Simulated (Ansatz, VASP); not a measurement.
One calculation of Al9H, two programs

Contents of INCAR:

```
SYSTEM = Al9H
PREC     = Accurate       ! precision mode
ENCUT    = 520            ! plane-wave cutoff, eV
EDIFF    = 1E-7           ! SCF threshold, eV
ISMEAR   = 0              ! smearing method
SIGMA    = 0.1            ! smearing width, eV
LREAL    = .False.        ! projectors in reciprocal space
LASPH    = .True.         ! aspherical terms in the spheres
NELM     = 80             ! most SCF steps
ALGO     = Normal         ! electronic algorithm
ISIF     = 2              ! what is computed and relaxed
LWAVE    = .False.        ! write WAVECAR
LCHARG   = .False.        ! write CHGCAR
LDIPOL   = .True.       
IDIPOL   = 3            
DIPOL    = 0.5 0.5 0.307
GGA      = PE             ! functional
NBANDS   = 25             ! bands
```

The input KPOINTS:

```
regular mesh
0
Gamma
  9 3 1
  0 0 0
```

POSCAR

```
Al9H
1.0
    2.8543223330      0.0000000000      0.0000000000
   -1.4271611665      9.7033329366      0.0000000000
    0.0000000000      0.0000000000     21.7902708969
Al H
9 1
Direct
    0.5324485604      0.0648971207      0.1835681630
    0.6709687938      0.3419375876      0.2292758741
    0.2986728405      0.5973456810      0.2384174163
    0.9263768872      0.8527537744      0.2475589585
    0.0639738222      0.1277383808      0.2937147080
    0.1995905480      0.4042696935      0.3452583266
    0.8288544886      0.6597110299      0.3524478004
    0.4526361687      0.9111292155      0.3607640453
    0.5925232094      0.1814597089      0.4034034702
    0.9675232094      0.5564597089      0.4121229580
```

Input for Ansatz:

```yaml
crystal:
  lattice:
    - [2.854322333, 0.0, 0.0]
    - [-1.4271611665, 9.7033329366, 0.0]
    - [0.0, 0.0, 21.7902708969]
  atoms:
    - { symbol: Al, position: [0.5324485604, 0.0648971207, 0.183568163] }
    - { symbol: Al, position: [0.6709687938, 0.3419375876, 0.2292758741] }
    - { symbol: Al, position: [0.2986728405, 0.597345681, 0.2384174163] }
    - { symbol: Al, position: [0.9263768872, 0.8527537744, 0.2475589585] }
    - { symbol: Al, position: [0.0639738222, 0.1277383808, 0.293714708] }
    - { symbol: Al, position: [0.199590548, 0.4042696935, 0.3452583266] }
    - { symbol: Al, position: [0.8288544886, 0.6597110299, 0.3524478004] }
    - { symbol: Al, position: [0.4526361687, 0.9111292155, 0.3607640453] }
    - { symbol: Al, position: [0.5925232094, 0.1814597089, 0.4034034702] }
    - { symbol: H, position: [0.9675232094, 0.5564597089, 0.412122958] }
basis:
  ecutwfc: 420
kpoints:
  mp_grid: { grid: [9, 3, 1] }
hamiltonian:
  xc: pbe
scf:
  occupations: { method: gaussian, width: 0.1 }
output:
  forces: true
  eigenvalues: true
efield:
  axis: 3
  dipole_correction: true
  ramp_width: 0.04
```

Alike in both runs: task single point; functional PBE; k mesh 9 × 3 × 1; occupations gaussian, width 0.1 eV; no spin polarisation.

|  | VASP | Ansatz |
| --- | --- | --- |
| version | VASP 6.6.1 | Ansatz 0.2.0 |
| potentials or method | VASP PAW PBE potentials, release 64 (Al, H), cutoff 520 eV | scalar-relativistic, plane waves, PAW |
| valence electrons in the cell | 28 | 28 |

VASP gave:

| Quantity | Value |
| --- | --- |
| gap on the k mesh at the Fermi level (eV) | none |
| rms of the force components (eV/Å) | 0.158 |

Problem. What did Ansatz give for the same quantities?

Solution. gap on the k mesh at the Fermi level (eV): none; rms of the force components (eV/Å): 0.157.

Atom by atom the forces differ by 0.001 eV/Å (rms over components). A gap of «none» marks a metal or a gap that the smearing closes. With one functional, cell and mesh, what is left measures potentials, basis and numerics.
